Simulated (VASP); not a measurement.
# TiC (rocksalt type) (Fm-3m) in VASP: notebook

The runs below take TiC (rocksalt type) through single point, relaxation of cell and atoms, with PBE.

Everything below comes from runs of VASP 6.6.1. Logs are shortened: lines on timing, memory, paths and dates and some standing lists are left out, and cuts for length are marked.

**1. The cell of the first run**

Symmetry: Fm-3m, No. 225, cubic system. The conventional cell has a = 3.847 Å, b = 3.847 Å, c = 3.847 Å, α = 90.00°, β = 90.00°, γ = 90.00°. Within 2.6 Å of Ti (site symmetry m-3m) lie 6 C at 1.92 Å. Within 2.6 Å of C (site symmetry m-3m) lie 6 Ti at 1.92 Å.

**2. Single point, PBE**

Input file INCAR:

```
SYSTEM = TiC
ALGO = Normal ; EDIFF = 1E-7
ENCUT = 520 ; GGA = PE
ISIF = 2 ; ISMEAR = -1
LASPH = .True. ; LCHARG = .False.
LREAL = .False. ; LWAVE = .False.
NBANDS = 15 ; NELM = 100
PREC = Accurate ; SIGMA = 0.1
```

Input file KPOINTS:

```
k-points
0
Gamma
  17 17 17
  0 0 0
```

Input file POSCAR:

```
TiC
1.0
    0.0000000000      1.9235030705      1.9235030705
    1.9235030705      0.0000000000      1.9235030705
    1.9235030705      1.9235030705      0.0000000000
Ti C
1 1
Direct
    0.0000000000      0.0000000000      0.0000000000
    0.5000000000      0.5000000000      0.5000000000
```

Potentials or basis: VASP PAW PBE potentials, release 64 (Ti_sv, C).

Started as:

```
> cat potpaw_PBE.64/Ti_sv/POTCAR potpaw_PBE.64/C/POTCAR > POTCAR
> mpirun -np 1 vasp_std > vasp.out
```

OUTCAR:

```text
SYSTEM = TiC
   EDIFF = 1E-7
   ENCUT = 520
   GGA = PE
   ISIF = 2
   ISMEAR = -1
   LASPH = .True.
   LREAL = .False.
   NELM = 100
   PREC = Accurate

 ion  position               nearest neighbor table
   1  0.000  0.000  0.000-   2 1.92   2 1.92   2 1.92   2 1.92   2 1.92   2 1.92
   2  0.500  0.500  0.500-   1 1.92   1 1.92   1 1.92   1 1.92   1 1.92   1 1.92

  LATTYP: Found a face centered cubic cell.
 ALAT       =     3.8470061410

  Lattice vectors:

 A1 = (   0.0000000000,   1.9235030705,   1.9235030705)
 A2 = (   1.9235030705,   0.0000000000,   1.9235030705)
 A3 = (   1.9235030705,   1.9235030705,   0.0000000000)

Analysis of symmetry for initial positions (statically):
=====================================================================
 Subroutine PRICEL returns:
 Original cell was already a primitive cell.

 Routine SETGRP: Setting up the symmetry group for a
 face centered cubic supercell.

 Subroutine GETGRP returns: Found 48 space group operations
 (whereof 48 operations were pure point group operations)
 out of a pool of 48 trial point group operations.

The static configuration has the point symmetry O_h .

Analysis of symmetry for dynamics (positions and initial velocities):
=====================================================================
 Subroutine PRICEL returns:
 Original cell was already a primitive cell.

 Routine SETGRP: Setting up the symmetry group for a
 face centered cubic supercell.

 Subroutine GETGRP returns: Found 48 space group operations
 (whereof 48 operations were pure point group operations)
 out of a pool of 48 trial point group operations.

The dynamic configuration has the point symmetry O_h .

 Subroutine INISYM returns: Found 48 space group operations
 (whereof 48 operations are pure point group operations),
 and found     1 'primitive' translations

----------------------------------------------------------------------------------------

                                     Primitive cell

  volume of cell :      14.2334

  direct lattice vectors                    reciprocal lattice vectors
     0.000000000  1.923503071  1.923503071    -0.259942398  0.259942398  0.259942398
     1.923503071  0.000000000  1.923503071     0.259942398 -0.259942398  0.259942398
     1.923503071  1.923503071  0.000000000     0.259942398  0.259942398 -0.259942398

  length of vectors
     2.720244130  2.720244130  2.720244130     0.450233440  0.450233440  0.450233440

  position of ions in fractional coordinates (direct lattice)
     0.000000000  0.000000000  0.000000000
     0.500000000  0.500000000  0.500000000

  ion indices of the primitive-cell ions
   primitive index   ion index
                 1           1
                 2           2

----------------------------------------------------------------------------------------

 KPOINTS: k-points

Automatic generation of k-mesh.
 Grid dimensions read from file:
 generate k-points for:   17   17   17

 Generating k-lattice:

  Cartesian coordinates                     Fractional coordinates (reciprocal lattice)
    -0.015290729  0.015290729  0.015290729     0.058823529  0.000000000  0.000000000
     0.015290729 -0.015290729  0.015290729     0.000000000  0.058823529  0.000000000
     0.015290729  0.015290729 -0.015290729     0.000000000  0.000000000  0.058823529

  Length of vectors
     0.026484320  0.026484320  0.026484320

  Shift w.r.t. Gamma in fractional coordinates (k-lattice)
     0.000000000  0.000000000  0.000000000

 Subroutine IBZKPT returns following result:
 ===========================================

 Found    165 irreducible k-points:

 Following reciprocal coordinates:
            Coordinates               Weight
  0.000000  0.000000  0.000000      1.000000
  0.058824  0.000000  0.000000      8.000000
  0.117647  0.000000  0.000000      8.000000
  0.176471  0.000000  0.000000      8.000000
  0.235294  0.000000  0.000000      8.000000
  0.294118  0.000000  0.000000      8.000000
[... 16 lines left out ...]
 -0.176471  0.058824  0.000000     24.000000
 -0.117647  0.058824  0.000000     24.000000
 [... further k-points ...]
   k-points           NKPTS =    165   k-points in BZ     NKDIM =    165   number of bands    NBANDS=     15
   number of dos      NEDOS =    301   number of ions     NIONS =      2
   total plane-waves  NPLWV =   8000
   dimension x,y,z NGX =    20 NGY =   20 NGZ =   20
   dimension x,y,z NGXF=    40 NGYF=   40 NGZF=   40
   ions per type =               1   1
   NGX,Y,Z   is equivalent  to a cutoff of  12.22, 12.22, 12.22 a.u.
   NGXF,Y,Z  is equivalent  to a cutoff of  24.45, 24.45, 24.45 a.u.
 SYSTEM =  TiC
   PREC   = accura    normal or accurate (medium, high low for compatibility)
   ISTART =      0    job   : 0-new  1-cont  2-samecut
   ICHARG =      2    charge: 1-file 2-atom 10-const
   ISPIN  =      1    spin polarized calculation?
   LNONCOLLINEAR =      F non collinear calculations
   LSORBIT =      F    spin-orbit coupling
   LASPH  =      T    aspherical Exc in radial PAW
   ENCUT  =  520.0 eV  38.22 Ry    6.18 a.u.   5.06  5.06  5.06*2*pi/ulx,y,z
   NELM   =    100;   NELMIN=  2; NELMDL= -5     # of ELM steps
   EDIFF  = 0.1E-06   stopping-criterion for ELM
   LREAL  =      F    real-space projection
   EDIFFG = 0.1E-05   stopping-criterion for IOM
   NSW    =      0    number of steps for IOM
   IBRION =     -1    ionic relax: 0-MD 1-quasi-New 2-CG
   NFREE  =      0    steps in history (QN), initial steepest desc. (CG)
   ISIF   =      2    stress and relaxation
   ISYM   =      2    0-nonsym 1-usesym 2-fastsym
   POTIM  = 0.5000    time-step for ionic-motion
   TEBEG  =    0.0;   TEEND  =   0.0 temperature during run
   PSTRESS=    0.0 pullay stress
   NELECT =      16.0000    total number of electrons
   NUPDOWN=      -1.0000    fix difference up-down
   EMIN   =  10.00;   EMAX   =-10.00  energy-range for DOS
   EFERMI =   0.00;   METHOD = LEGACY
   ISMEAR =    -1;   SIGMA  =   0.10  broadening in eV -4-tet -1-fermi 0-gaus
   EFERMI_NEDOS =   21; number of points for ismear=-14 and -15
   IALGO  =     38    algorithm
   IMIX   =      4    mixing-type and parameters
     AMIX     =   0.40;   BMIX     =  1.00
     AMIX_MAG =   1.60;   BMIX_MAG =  1.00
  volume/ion in A,a.u.               =       7.12        48.03
  Fermi-wavevector in a.u.,A,eV,Ry     =   1.702205  3.216702 39.422921  2.897503
  Thomas-Fermi vector in A             =   2.782018
   LORBIT       =      0    0 simple, 1 ext, 2 COOP (PROOUT), +10 PAW based schemes
   GGA     = PE    functional components
   LHFCALC =     F    Hartree Fock is set to
   AEXX    =    0.0000 exact exchange contribution
   IVDW    =     0    specifies the selected vdW correction
   LEPSILON=     F    determine dielectric tensor
   LRPA    =     F    only Hartree local field effects (RPA)
 non-spin polarized calculation
  energy-cutoff  :      520.00
  volume of cell :       14.23
 maximum number of plane-waves:       392
   NGX = 11   NGY = 11   NGZ = 11

 number of electron      15.9999994 magnetization

 Free energy of the ion-electron system (eV)
  ---------------------------------------------------
  ext. energy  EPLUGINS =         0.00000000
  ---------------------------------------------------
  free energy    TOTEN  =       -16.15440516 eV

  energy without entropy =      -16.14681788  energy(sigma->0) =      -16.15061152

 E-fermi :  14.2197     XC(G=0): -14.6480

 val. band max:       14.1926155504   @ k =   0.1176   0.1176   0.0000
 cond. band min:      14.2443338238   @ k =   0.4706   0.4118   0.0000
 fundamental gap:      0.0517182734
 Fermi energy:        14.2197087196

 k-point     1 :       0.0000    0.0000    0.0000
  band No.  band energies     occupation
      1     -41.5314      2.00000
      2     -17.1207      2.00000
      3     -17.1207      2.00000
      4     -17.1207      2.00000
      5       0.2934      2.00000
      6      14.8466      0.00378
      7      14.8466      0.00378
      8      14.8466      0.00378
      9      16.3461      0.00000
     10      16.3461      0.00000
     11      16.3461      0.00000
     12      16.6617      0.00000
     13      16.6617      0.00000
     14      29.6011      0.00000
     15      30.6824      0.00000

 k-point     2 :       0.0588    0.0000    0.0000
  band No.  band energies     occupation
      1     -41.5205      2.00000
      2     -17.1847      2.00000
      3     -17.1254      2.00000
      4     -17.1254      2.00000
      5       0.4219      2.00000
      6      14.3194      0.53902
      7      14.6593      0.02436
      8      14.6593      0.02436
      9      15.4843      0.00001
     10      15.4843      0.00001
     11      16.6926      0.00000
     12      17.9009      0.00000
     13      17.9009      0.00000
     14      29.7962      0.00000
     15      30.7935      0.00000

 k-point     3 :       0.1176    0.0000    0.0000
  band No.  band energies     occupation
      1     -41.4890      2.00000
      2     -17.3651      2.00000
      3     -17.1387      2.00000
      4     -17.1387      2.00000
      5       0.7946      2.00000
      6      13.2997      1.99980
      7      13.7179      1.98685
      8      13.7179      1.98685
      9      15.5041      0.00001
     10      15.5041      0.00001
     11      17.2225      0.00000
     12      19.3793      0.00000
     13      19.3793      0.00000
     14      30.2389      0.00000
     15      31.0921      0.00000
[... 343 lines left out ...]
 k-point    23 :      -0.1765    0.0588    0.0000
  band No.  band energies     occupation
      1     -41.4142      2.00000
      2     -17.7430      2.00000
      3     -17.2301      2.00000
      4     -17.1426      2.00000
      5       1.6969      2.00000
      6      11.6120      2.00000
      7      12.0748      2.00000
      8      12.4739      2.00000
      9      15.7577      0.00000
     10      16.5802      0.00000
     11      18.0681      0.00000
     12      20.6666      0.00000
     13      22.2072      0.00000
     14      30.3264      0.00000
     15      31.9729      0.00000

 k-point    24 :      -0.1176    0.0588    0.0000
  band No.  band energies     occupation
      1     -41.4657      2.00000
      2     -17.4700      2.00000
      3     -17.1962      2.00000
      4     -17.1269      2.00000
      5       1.0693      2.00000
      6      12.7737      2.00000
      7      13.0275      1.99999
      8      13.2646      1.99986
      9      15.2929      0.00004
     10      16.2091      0.00000
     11      17.6125      0.00000
     12      19.2883      0.00000
     13      20.7368      0.00000
     14      30.5138      0.00000
     15      31.2694      0.00000

 [... further k-points ...]

------------------------ aborting loop because EDIFF is reached ----------------------------------------

  FORCE on cell =-STRESS in cart. coord.  units (eV):
  Direction    XX          YY          ZZ          XY          YZ          ZX
  --------------------------------------------------------------------------------------
  -------------------------------------------------------------------------------------
  Total       15.9016291     15.9016291     15.9016291      0.0000000      0.0000000     -0.0000000
  in kB     1789.9609375   1789.9609375   1789.9609375      0.0000000      0.0000000     -0.0000000
  external PRESSURE =    1789.9609375 kB  Pullay stress =       0.0000000 kB

 VOLUME and BASIS-vectors are now :
 -----------------------------------------------------------------------------
  energy-cutoff  :      520.00
  volume of cell :       14.23
      direct lattice vectors                 reciprocal lattice vectors
     0.000000000  1.923503071  1.923503071    -0.259942398  0.259942398  0.259942398
     1.923503071  0.000000000  1.923503071     0.259942398 -0.259942398  0.259942398
     1.923503071  1.923503071  0.000000000     0.259942398  0.259942398 -0.259942398

 POSITION                                       TOTAL-FORCE (eV/Angst)
 -----------------------------------------------------------------------------------
      0.00000      0.00000      0.00000        -0.000000     -0.000000     -0.000000
      1.92350      1.92350      1.92350         0.000000      0.000000      0.000000
 -----------------------------------------------------------------------------------
    total drift:                                0.000000     -0.000000     -0.000000

  FREE ENERGIE OF THE ION-ELECTRON SYSTEM (eV)
  ---------------------------------------------------
  free  energy   TOTEN  =       -16.1544051622 eV

  energy  without entropy=      -16.1468178845  energy(sigma->0) =      -16.15061152
```

Run time: 52 s. Hardware: 1 thread of Intel Xeon 8259CL, shared host; peak memory 0.15 GiB.

What came out:

```yaml
Free_energy: -16.1544 eV
Pressure: 179.0 GPa
Band_gap_on_the_k_mesh: zero (bands 8 and 9 overlap by 1.14 eV)
```

Caveat: the cell stands under pressure.

**3. Single point, PBE**

Input file INCAR:

```
PREC = Accurate
ENCUT = 520
EDIFF = 1E-7
ISMEAR = -1
SIGMA = 0.1
LREAL = F
LASPH = T
NELM = 60
ALGO = Normal
ISIF = 2
LWAVE = F
LCHARG = T
GGA = PE
LELF = T
LVHAR = T
NBANDS = 15
```

Input file KPOINTS:

```
regular mesh
0
Gamma
  17 17 17
```

Input file POSCAR:

```
TiC
1.0
    0.0000000000      1.9235670660      1.9235670660
    1.9235670660      0.0000000000      1.9235670660
    1.9235670660      1.9235670660      0.0000000000
Ti C
1 1
Direct
    0.0000000000      0.0000000000      0.0000000000
    0.5000000000      0.5000000000      0.5000000000
```

Potentials or basis: VASP PAW PBE potentials, release 64 (Ti_sv, C).

Started as:

```
> cat potpaw_PBE.64/Ti_sv/POTCAR potpaw_PBE.64/C/POTCAR > POTCAR
> mpirun -np 1 vasp_std > vasp.out
```

OUTCAR:

```text
PREC = Accurate
   ENCUT = 520
   EDIFF = 1E-7
   ISMEAR = -1
   LREAL = F
   LASPH = T
   NELM = 60
   ISIF = 2
   GGA = PE

 ion  position               nearest neighbor table
   1  0.000  0.000  0.000-   2 1.92   2 1.92   2 1.92   2 1.92   2 1.92   2 1.92
   2  0.500  0.500  0.500-   1 1.92   1 1.92   1 1.92   1 1.92   1 1.92   1 1.92

  LATTYP: Found a face centered cubic cell.
 ALAT       =     3.8471341320

  Lattice vectors:

 A1 = (   0.0000000000,   1.9235670660,   1.9235670660)
 A2 = (   1.9235670660,   0.0000000000,   1.9235670660)
 A3 = (   1.9235670660,   1.9235670660,   0.0000000000)

Analysis of symmetry for initial positions (statically):
=====================================================================
 Subroutine PRICEL returns:
 Original cell was already a primitive cell.

 Routine SETGRP: Setting up the symmetry group for a
 face centered cubic supercell.

 Subroutine GETGRP returns: Found 48 space group operations
 (whereof 48 operations were pure point group operations)
 out of a pool of 48 trial point group operations.

The static configuration has the point symmetry O_h .

[... 174 lines left out ...]
      7      14.8451      0.00378
      8      14.8451      0.00378
      9      16.3444      0.00000
     10      16.3444      0.00000
     11      16.3444      0.00000
     12      16.6600      0.00000
     13      16.6600      0.00000
     14      29.5992      0.00000
[... 401 lines left out ...]
      2     -17.4717      2.00000
      3     -17.1980      2.00000
      4     -17.1288      2.00000
      5       1.0680      2.00000
      6      12.7723      2.00000
      7      13.0261      1.99999
      8      13.2632      1.99986
      9      15.2914      0.00004
     10      16.2074      0.00000
     11      17.6107      0.00000
     12      19.2863      0.00000
     13      20.7347      0.00000
     14      30.5116      0.00000
     15      31.2661      0.00000

 [... further k-points ...]

------------------------ aborting loop because EDIFF is reached ----------------------------------------

  FORCE on cell =-STRESS in cart. coord.  units (eV):
  Direction    XX          YY          ZZ          XY          YZ          ZX
  --------------------------------------------------------------------------------------
  -------------------------------------------------------------------------------------
  Total       15.8958099     15.8958099     15.8958099      0.0000000      0.0000000      0.0000000
  in kB     1789.1273289   1789.1273289   1789.1273289      0.0000000      0.0000000      0.0000000
  external PRESSURE =    1789.1273289 kB  Pullay stress =       0.0000000 kB

 VOLUME and BASIS-vectors are now :
 -----------------------------------------------------------------------------
  energy-cutoff  :      520.00
  volume of cell :       14.23
      direct lattice vectors                 reciprocal lattice vectors
     0.000000000  1.923567066  1.923567066    -0.259933750  0.259933750  0.259933750
     1.923567066  0.000000000  1.923567066     0.259933750 -0.259933750  0.259933750
     1.923567066  1.923567066  0.000000000     0.259933750  0.259933750 -0.259933750

 POSITION                                       TOTAL-FORCE (eV/Angst)
 -----------------------------------------------------------------------------------
      0.00000      0.00000      0.00000        -0.000000      0.000000      0.000000
      1.92357      1.92357      1.92357         0.000000      0.000000     -0.000000
 -----------------------------------------------------------------------------------
    total drift:                                0.000000     -0.000000     -0.000000

  FREE ENERGIE OF THE ION-ELECTRON SYSTEM (eV)
  ---------------------------------------------------
  free  energy   TOTEN  =       -16.1559967240 eV

  energy  without entropy=      -16.1484084449  energy(sigma->0) =      -16.15220258
```

It took 55 s on 1 thread of Intel Xeon 8259CL, shared host; peak memory 0.15 GiB.

Results:

- Free energy: -16.1560 eV
- Pressure: 178.9 GPa
- Band gap on the k mesh: zero (bands 8 and 9 overlap by 1.14 eV)

Caveat: the cell stands under pressure.

**4. Relaxation of cell and atoms, PBE, target pressure 180 GPa, at which the enthalpy is minimised**

Input file INCAR:

```
PREC = Accurate
ENCUT = 600
EDIFF = 1E-6
ISMEAR = -1
SIGMA = 0.1
LREAL = F
LASPH = T
NELM = 100
ALGO = Normal
ISIF = 3
LWAVE = F
LCHARG = F
GGA = PE
IBRION = 2
NSW = 60
EDIFFG = -0.005
PSTRESS = 1800.0
```

Input file KPOINTS:

```
Automatic mesh
0
Gamma
  17 17 17
```

Input file POSCAR:

```
TiC
1.0
    0.0000000000      1.9235717606      1.9235717606
    1.9235717606      0.0000000000      1.9235717606
    1.9235717606      1.9235717606      0.0000000000
Ti C
1 1
Direct
    0.0000000000      0.0000000000      0.0000000000
    0.5000000000      0.5000000000      0.5000000000
```

Started as:

```
> cat potpaw_PBE.64/Ti_sv/POTCAR potpaw_PBE.64/C/POTCAR > POTCAR
> mpirun -np 1 vasp_std > vasp.out
```

It took 1.8 min on 1 thread of Intel Xeon 8259CL, shared host; peak memory 0.18 GiB.

The run converged. Its results:

```
Free energy                                                : -16.1314 eV
Relaxed volume                                             : 7.11 Å³/atom
Relaxed cell                                               : a = 2.719 Å, b = 2.719 Å, c = 2.719 Å, α = 60.00°, β = 60.00°, γ = 60.00°
Space group after relaxing (to 0.1 Å)                      : Fm-3m (No. 225)
Energy change on relaxing (the run minimises the enthalpy) : +12.9 meV/atom
Ionic steps                                                : 3
Pressure after relaxing                                    : 180.0 GPa
Band gap on the k mesh                                     : zero (bands 8 and 9 overlap by 1.14 eV)
```

The path:
| step | energy change (eV) | largest force (eV/Å) | pressure (GPa) | volume (Å³) |
| --- | --- | --- | --- | --- |
| 1 | 0.0000 | 0.0000 | 178.64 | 14.23 |
| 2 | 0.1411 | 0.0000 | 186.02 | 14.11 |
| 3 | 0.0258 | 0.0000 | 180.00 | 14.21 |

Final structure:
```cif
data_structure
_symmetry_space_group_name_H-M 'P 1'
_symmetry_Int_Tables_number 1
_cell_length_a 2.7189
_cell_length_b 2.7189
_cell_length_c 2.7189
_cell_angle_alpha 60.000
_cell_angle_beta 60.000
_cell_angle_gamma 60.000
_cell_volume 14.21
loop_
_atom_site_label
_atom_site_type_symbol
_atom_site_fract_x
_atom_site_fract_y
_atom_site_fract_z
_atom_site_occupancy
Ti1 Ti 0.00000 0.00000 0.00000 1
C1 C 0.50000 0.50000 0.50000 1
```

Levels at points of the mesh, in eV from the Fermi level:
```tsv
k point	band 4	band 5	band 6	band 7	band 8	band 9	band 10	band 11	band 12
(0.00, 0.00, 0.00)	-31.34	-13.93	0.63	0.63	0.63	2.13	2.13	2.13	2.44
```

Caveat: the cell is relaxed towards a set pressure, so the run minimises the enthalpy, not the energy.

[end of part 1 of 2]
